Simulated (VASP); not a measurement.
Wanted: the native input for a VASP 6.6.1 run.

* Task: relaxation of cell and atoms
* Functional: LDA
* Potentials or basis: VASP PAW LDA potentials, release 64 (In_d, P)
* Cutoff: 600 eV
* k mesh: 8 × 8 × 8
* Occupations: gaussian, width 0.01 eV
* Spin: no spin polarisation
* Target pressure: 2 GPa
* Dipole correction: no
* Further INCAR settings: ALGO = Normal; EDIFF = 1e-07; IBRION = 2; EDIFFG = -0.002; NSW = 100; ISIF = 3

The structure of InP lies in POSCAR:

```
InP
1.0
    2.9136593589      2.9136593589      0.0000000000
   -2.9136593589      2.9136593589      0.0000000000
    0.0000000000      2.9136593589      2.9136593589
In P
1 1
Direct
    0.0000000000      0.0000000000      0.0000000000
    0.7500000000      0.2500000000      0.5000000000
```

One way to write it, as run:

INCAR

```
  ALGO = Normal
  EDIFF = 1E-7
  EDIFFG = -0.002
  ENCUT = 600
  GGA = CA
  IBRION = 2
  ISIF = 3
  ISMEAR = 0
  LASPH = True
  LCHARG = False
  LREAL = False
  LWAVE = False
  NELM = 80
  NSW = 100
  PREC = Accurate
  PSTRESS = 20.0
  SIGMA = 0.01
```

KPOINTS

```
k-points
0
Gamma
  8 8 8
```

Potentials or basis: VASP PAW LDA potentials, release 64 (In_d, P).

Run with:

```bash
$ cat potpaw_LDA.64/In_d/POTCAR potpaw_LDA.64/P/POTCAR > POTCAR
$ mpirun -np 1 vasp_std > vasp.out
```

Results of the run:

```
Relaxed volume                                         : 24.11 Å³/atom
Relaxed cell                                           : a = 4.085 Å, b = 4.085 Å, c = 4.085 Å, α = 60.00°, β = 60.00°, γ = 90.00°
Space group after relaxing (to 0.05 Å)                 : F-43m (No. 216)
Energy change on relaxing (the enthalpy is what falls) : +3.9 meV/atom
Ionic steps                                            : 3
Pressure after relaxing                                : 2.0 GPa
Band gap on the k mesh                                 : 0.74 eV, direct
```

Caveat: the cell is relaxed towards a set pressure, so the enthalpy falls and the energy may rise; spin-orbit coupling is left out, which moves the levels of the heavy elements.

It took 52 s on 1 thread of Intel(R) Xeon(R) Platinum 8488C (Sapphire Rapids) (shared host), peak memory 0.18 GiB.
